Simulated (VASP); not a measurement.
# Cu in VASP: a series of runs

The runs below take Cu through single point, relaxation of cell and atoms, with BLYP, PBE+D4.

All numbers are computed with VASP 6.6.1; they aren't measurements. Logs are shortened: lines on timing, memory, paths and dates and some standing lists are left out, and cuts for length are marked.

### 1 The cell of the first run

It takes space group I4/mmm (No. 139, tetragonal). Conventional cell: a = 3.094 Å, b = 3.094 Å, c = 2.673 Å, α = 90.00°, β = 90.00°, γ = 90.00°. Cu (site symmetry 4/mmm) has 14 Cu at 2.56 to 3.09 Å within 3.4 Å.

### 2 Single point, BLYP

File INCAR:

```
SYSTEM = Cu
PREC = Accurate
ENCUT = 520
EDIFF = 1E-7
ISMEAR = -1
SIGMA = 0.05
LREAL = .FALSE.
LASPH = .TRUE.
NELM = 100
ALGO = Normal
ISIF = 2
LWAVE = .FALSE.
LCHARG = .FALSE.
GGA = B5
ALDAX = 1.0
AGGAX = 1.0
AGGAC = 1.0
ALDAC = 0.0
NBANDS = 12
```

File KPOINTS:

```
regular mesh
0
G
  13 13 13
  0 0 0
```

File POSCAR:

```
Cu
1.0
   -1.5469564782      1.5469564782      1.3364909735
    1.5469564782     -1.5469564782      1.3364909735
    1.5469564782      1.5469564782     -1.3364909735
Cu
1
Direct
    0.0000000000      0.0000000000      0.0000000000
```

Potentials or basis: VASP PAW PBE potentials, release 64 (Cu).

Started as:

```sh
$ cat potpaw_PBE.64/Cu/POTCAR > POTCAR
$ mpirun -np 1 vasp_std > vasp.out
```

OUTCAR:

```text
SYSTEM = Cu
   PREC = Accurate
   ENCUT = 520
   EDIFF = 1E-7
   ISMEAR = -1
   LREAL = .FALSE.
   LASPH = .TRUE.
   NELM = 100
   ISIF = 2
   GGA = B5

 ion  position               nearest neighbor table
   1  0.000  0.000  0.000-

  LATTYP: Found a body centered tetragonal cell.
 ALAT       =     3.0939129564
 C/A-ratio  =     0.8639486581

  Lattice vectors:

 A1 = (  -1.5469564782,   1.5469564782,   1.3364909735)
 A2 = (   1.5469564782,  -1.5469564782,   1.3364909735)
 A3 = (   1.5469564782,   1.5469564782,  -1.3364909735)

Analysis of symmetry for initial positions (statically):
=====================================================================
 Subroutine PRICEL returns:
 Original cell was already a primitive cell.

 Routine SETGRP: Setting up the symmetry group for a
 body centered tetragonal supercell.

 Subroutine GETGRP returns: Found 16 space group operations
 (whereof 16 operations were pure point group operations)
 out of a pool of 16 trial point group operations.

The static configuration has the point symmetry D_4h.

Analysis of symmetry for dynamics (positions and initial velocities):
=====================================================================
 Subroutine PRICEL returns:
 Original cell was already a primitive cell.

 Routine SETGRP: Setting up the symmetry group for a
 body centered tetragonal supercell.

 Subroutine GETGRP returns: Found 16 space group operations
 (whereof 16 operations were pure point group operations)
 out of a pool of 16 trial point group operations.

The dynamic configuration has the point symmetry D_4h.

 Subroutine INISYM returns: Found 16 space group operations
 (whereof 16 operations are pure point group operations),
 and found     1 'primitive' translations

----------------------------------------------------------------------------------------

                                     Primitive cell

  volume of cell :      12.7933

  direct lattice vectors                    reciprocal lattice vectors
    -1.546956478  1.546956478  1.336490973     0.000000000  0.323215299  0.374114012
     1.546956478 -1.546956478  1.336490973     0.323215299  0.000000000  0.374114012
     1.546956478  1.546956478 -1.336490973     0.323215299  0.323215299  0.000000000

  length of vectors
     2.563660823  2.563660823  2.563660823     0.494398041  0.494398041  0.457095459

  position of ions in fractional coordinates (direct lattice)
[... 83 lines left out ...]
   ISIF   =      2    stress and relaxation
   ISYM   =      2    0-nonsym 1-usesym 2-fastsym
   POTIM  = 0.5000    time-step for ionic-motion
   TEBEG  =    0.0;   TEEND  =   0.0 temperature during run
   PSTRESS=    0.0 pullay stress
   NELECT =      11.0000    total number of electrons
   NUPDOWN=      -1.0000    fix difference up-down
   EMIN   =  10.00;   EMAX   =-10.00  energy-range for DOS
   EFERMI =   0.00;   METHOD = LEGACY
   ISMEAR =    -1;   SIGMA  =   0.05  broadening in eV -4-tet -1-fermi 0-gaus
   EFERMI_NEDOS =   21; number of points for ismear=-14 and -15
   IALGO  =     38    algorithm
   IMIX   =      4    mixing-type and parameters
     AMIX     =   0.40;   BMIX     =  1.00
     AMIX_MAG =   1.60;   BMIX_MAG =  1.00
  volume/ion in A,a.u.               =      12.79        86.33
  Fermi-wavevector in a.u.,A,eV,Ry     =   1.556724  2.941782 32.972223  2.423390
  Thomas-Fermi vector in A             =   2.660478
   LORBIT       =      0    0 simple, 1 ext, 2 COOP (PROOUT), +10 PAW based schemes
   GGA     = B5    functional components
   LHFCALC =     F    Hartree Fock is set to
   AEXX    =    0.0000 exact exchange contribution
   IVDW    =     0    specifies the selected vdW correction
   LEPSILON=     F    determine dielectric tensor
   LRPA    =     F    only Hartree local field effects (RPA)
 non-spin polarized calculation
  energy-cutoff  :      520.00
  volume of cell :       12.79
 maximum number of plane-waves:       352
   NGX =  9   NGY =  9   NGZ =  9

 number of electron      11.0000000 magnetization

 Free energy of the ion-electron system (eV)
  ---------------------------------------------------
  ext. energy  EPLUGINS =         0.00000000
  ---------------------------------------------------
  free energy    TOTEN  =        -2.95804799 eV

  energy without entropy =       -2.95677506  energy(sigma->0) =       -2.95741153

 E-fermi :   7.0775     XC(G=0): -11.7027

 val. band max:        7.0063862318   @ k =  -0.1538   0.4615   0.0769
 cond. band min:       7.1371226484   @ k =  -0.2308  -0.3077   0.2308
 fundamental gap:      0.1307364167
 Fermi energy:         7.0774903959

 k-point     1 :       0.0000    0.0000    0.0000
  band No.  band energies     occupation
      1      -1.5616      2.00000
      2       3.8486      2.00000
      3       4.3823      2.00000
      4       4.3823      2.00000
      5       4.6713      2.00000
      6       5.2523      2.00000
      7      29.2134      0.00000
      8      29.2134      0.00000
      9      32.5868      0.00000
     10      33.5811      0.00000
     11      34.2514      0.00000
     12      34.3292      0.00000
[... 331 lines left out ...]
 k-point    24 :       0.4615    0.1538    0.0000
  band No.  band energies     occupation
      1       2.8057      2.00000
      2       3.4626      2.00000
      3       4.6382      2.00000
      4       5.0245      2.00000
      5       5.3773      2.00000
      6       8.0748      0.00000
      7      12.7842      0.00000
      8      17.8935      0.00000
      9      23.0476      0.00000
     10      28.6586      0.00000
     11      33.9938      0.00000
     12      36.5544      0.00000

 [... further k-points ...]

------------------------ aborting loop because EDIFF is reached ----------------------------------------

  FORCE on cell =-STRESS in cart. coord.  units (eV):
  Direction    XX          YY          ZZ          XY          YZ          ZX
  --------------------------------------------------------------------------------------
  -------------------------------------------------------------------------------------
  Total        0.0437062      0.0437062      0.0587942      0.0000000     -0.0000000      0.0000000
  in kB        5.4735739      5.4735739      7.3631395      0.0000000     -0.0000000      0.0000000
  external PRESSURE =       6.1034291 kB  Pullay stress =       0.0000000 kB

 VOLUME and BASIS-vectors are now :
 -----------------------------------------------------------------------------
  energy-cutoff  :      520.00
  volume of cell :       12.79
      direct lattice vectors                 reciprocal lattice vectors
    -1.546956478  1.546956478  1.336490973     0.000000000  0.323215299  0.374114012
     1.546956478 -1.546956478  1.336490973     0.323215299  0.000000000  0.374114012
     1.546956478  1.546956478 -1.336490973     0.323215299  0.323215299  0.000000000

 POSITION                                       TOTAL-FORCE (eV/Angst)
 -----------------------------------------------------------------------------------
      0.00000      0.00000      0.00000         0.000000      0.000000      0.000000
 -----------------------------------------------------------------------------------
    total drift:                               -0.000000     -0.000000      0.000000

  FREE ENERGIE OF THE ION-ELECTRON SYSTEM (eV)
  ---------------------------------------------------
  free  energy   TOTEN  =        -2.9580479868 eV

  energy  without entropy=       -2.9567750642  energy(sigma->0) =       -2.95741153
```

stdout:

```text
POSCAR found type information on POSCAR Cu
 POSCAR found :  1 types and       1 ions
 scaLAPACK will be used
 -----------------------------------------------------------------------------
|                                                                             |
|                                                                             |
|     You enforced a specific xc type in the INCAR file but a different       |
|     I HOPE YOU KNOW WHAT YOU ARE DOING!                                     |
|                                                                             |
 -----------------------------------------------------------------------------

 LDA part: xc-table for (Slater(with rela. corr.)+VWN5), standard interpolation
 POSCAR, INCAR and KPOINTS ok, starting setup
 FFT: planning ... GRIDC
 FFT: planning ... GRID_SOFT
 FFT: planning ... GRID
 WAVECAR not read
 entering main loop
```

Wall time 20 s (1 thread of AMD EPYC 9R45 (Zen 5), shared host); peak memory 0.11 GiB.

What came out:

```yaml
Free_energy: -2.9580 eV
Pressure: 0.6 GPa
```

Stress tensor (GPa, compression positive):
```
0.55 0.00 0.00
0.00 0.55 0.00
0.00 0.00 0.74
```

Caveat: the PAW data sets were made with another functional, which shifts forces and pressure a little.

### 3 Relaxation of cell and atoms, PBE+D4 (the cell strained at random)

File INCAR:

```
SYSTEM = Cu
ALGO     = Normal         ! electronic algorithm
EDIFF    = 1E-7           ! SCF threshold, eV
EDIFFG   = -0.01          ! ionic threshold
ENCUT    = 600            ! plane-wave cutoff, eV
GGA      = PE             ! functional
IBRION   = 2              ! ionic algorithm
ISIF     = 3              ! what is computed and relaxed
ISMEAR   = -1             ! smearing method
IVDW     = 13             ! dispersion correction
LASPH    = .True.         ! aspherical terms in the spheres
LCHARG   = .False.        ! write CHGCAR
LREAL    = .False.        ! projectors in reciprocal space
LWAVE    = .False.        ! write WAVECAR
NELM     = 60             ! most SCF steps
NSW      = 60             ! ionic steps
PREC     = Accurate       ! precision mode
SIGMA    = 0.05           ! smearing width, eV
```

File KPOINTS:

```
k-points
0
Gamma
  10 10 10
  0 0 0
```

File POSCAR:

```
Cu
1.0
   -1.4533390000      1.4546950000      1.3757760000
    1.4163570000     -1.4635990000      1.3463360000
    1.4612080000      1.4714670000     -1.3851120000
Cu
1
Direct
   -0.0024760000      0.0069770000      0.0035150000
```

Potentials or basis: VASP PAW PBE potentials, release 64 (Cu).

Started as:

```sh
$ cat potpaw_PBE.64/Cu/POTCAR > POTCAR
$ mpirun -np 1 vasp_std > vasp.out
```

Wall time 13 min (1 thread of Intel Xeon Platinum 8488C (Sapphire Rapids), shared host); peak memory 0.25 GiB.

It converged, with:

```
Free energy                            : -4.2787 eV
Relaxed volume                         : 11.43 Å³/atom
Relaxed cell                           : a = 2.527 Å, b = 2.524 Å, c = 2.528 Å, α = 119.80°, β = 90.45°, γ = 119.74°
Space group after relaxing (to 0.05 Å) : Fm-3m (No. 225)
Energy gained by relaxing              : 42.5 meV/atom
Ionic steps                            : 33
Pressure after relaxing                : 0.0 GPa
Dispersion energy per atom             : -0.578 eV
```

Stress tensor (GPa, compression positive):
```
 0.06 -0.02  0.08
-0.02  0.08 -0.01
 0.08 -0.01 -0.06
```

The path:
```
step  energy change (eV)  largest force (eV/Å)  pressure (GPa)  volume (Å³)
   1              0.0000                0.0000            0.63        11.46
   2             -0.0014                0.0000           -0.40        11.53
   3             -0.0020                0.0000           -2.35        11.69
   4             -0.0021                0.0000           -1.89        11.65
   5             -0.0029                0.0000           -1.72        11.63
   6             -0.0049                0.0000           -1.24        11.59
   7             -0.0069                0.0000            0.01        11.51
   8             -0.0089                0.0000            0.34        11.48
   9             -0.0142                0.0000            1.38        11.40
  10             -0.0231                0.0000            4.13        11.21
  11              0.0053                0.0000           13.78        10.69
  12             -0.0239                0.0000            5.66        11.11
  13             -0.0229                0.0000            6.69        11.04
  14             -0.0239                0.0000            6.47        11.06
  15             -0.0264                0.0000            5.81        11.09
  16             -0.0279                0.0000            4.84        11.15
  17             -0.0298                0.0000            4.05        11.19
  18             -0.0337                0.0000            1.78        11.34
  19             -0.0350                0.0000           -2.25        11.62
  20             -0.0355                0.0000           -0.99        11.53
  21             -0.0362                0.0000           -0.91        11.52
  22             -0.0380                0.0000           -0.66        11.49
  23             -0.0402                0.0000           -0.07        11.45
  24             -0.0369                0.0000            1.77        11.34
  25             -0.0404                0.0000            0.31        11.42
  26             -0.0413                0.0000           -0.02        11.44
  27             -0.0422                0.0000           -0.68        11.49
  28             -0.0422                0.0000           -0.66        11.48
  29             -0.0424                0.0000            0.47        11.40
  30             -0.0424                0.0000            0.20        11.42
  31             -0.0425                0.0000            0.05        11.43
  32             -0.0425                0.0000           -0.05        11.44
  33             -0.0425                0.0000            0.03        11.43
```

Final structure:
```cif
data_structure
_symmetry_space_group_name_H-M 'P 1'
_symmetry_Int_Tables_number 1
_cell_length_a 2.5272
_cell_length_b 2.5241
_cell_length_c 2.5277
_cell_angle_alpha 119.799
_cell_angle_beta 90.454
_cell_angle_gamma 119.745
_cell_volume 11.43
loop_
_atom_site_label
_atom_site_type_symbol
_atom_site_fract_x
_atom_site_fract_y
_atom_site_fract_z
_atom_site_occupancy
Cu1 Cu 0.99752 0.00698 0.00351 1
```

Levels at points of the mesh, in eV from the Fermi level:
| k point | band 3 | band 4 | band 5 | band 6 | band 7 | band 8 | band 9 |
| --- | --- | --- | --- | --- | --- | --- | --- |
| (0.00, 0.00, 0.00) | -3.03 | -3.00 | -2.18 | -2.14 | 22.96 | 25.83 | 25.87 |
| (0.50, 0.00, 0.00) | -3.04 | -1.57 | -1.56 | -0.99 | 4.02 | 21.43 | 22.59 |
| (0.00, 0.50, 0.00) | -1.58 | -1.43 | -1.40 | 1.56 | 7.42 | 13.46 | 13.48 |
| (0.50, 0.50, 0.00) | -3.04 | -1.57 | -1.56 | -0.98 | 4.04 | 21.41 | 22.56 |
| (0.00, 0.00, 0.50) | -3.04 | -1.57 | -1.56 | -0.99 | 4.03 | 21.42 | 22.56 |
| (0.50, 0.00, 0.50) | -1.58 | -1.43 | -1.41 | 1.51 | 7.36 | 13.52 | 13.54 |
| (0.00, 0.50, 0.50) | -3.05 | -1.57 | -1.56 | -0.99 | 4.02 | 21.43 | 22.59 |
| (0.50, 0.50, 0.50) | -1.58 | -1.42 | -1.41 | 1.68 | 7.57 | 13.32 | 13.35 |

Caveat: the cell differs from its parent crystal (the cell strained at random); pairwise dispersion overbinds metals, which lowers pressure and volume.
